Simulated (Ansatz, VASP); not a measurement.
MgO: VASP beside Ansatz

```
Mg O
1.0
     3.41570    0.00000    0.00000
    -1.70785    2.95808    0.00000
     0.00000    0.00000    4.15460
Mg O
2 2
Cartesian
  1.7079 0.9860 3.1160
  0.0000 1.9721 1.0387
  1.7079 0.9860 1.0387
  0.0000 1.9721 3.1160
```

Alike in both runs: task single point; functional PBE; k mesh 9 × 9 × 6; occupations gaussian, width 0.05 eV; no spin polarisation.

```csv
,VASP,Ansatz
version,VASP 6.6.1,Ansatz 0.2.0
potentials or method,"VASP PAW PBE potentials, release 64 (Mg, O), cutoff 520 eV","scalar-relativistic, plane waves, PAW"
valence electrons in the cell,16,32
```

Ansatz gave:

```
gap on the k mesh at the Fermi level (eV)                     : 3.69
least direct gap on the mesh (eV)                             : 3.69
pressure (GPa)                                                : 11.8
traceless stress, the component that is largest in VASP (GPa) : -1.16
```

What did VASP give for the same quantities?

gap on the k mesh at the Fermi level (eV): 3.67; least direct gap on the mesh (eV): 3.67; pressure (GPa): 11.3; traceless stress, the component that is largest in VASP (GPa): -1.32.

VASP's potentials hold 16 valence electrons a cell and Ansatz's 32, so a difference there can come from the potentials and not from the codes.
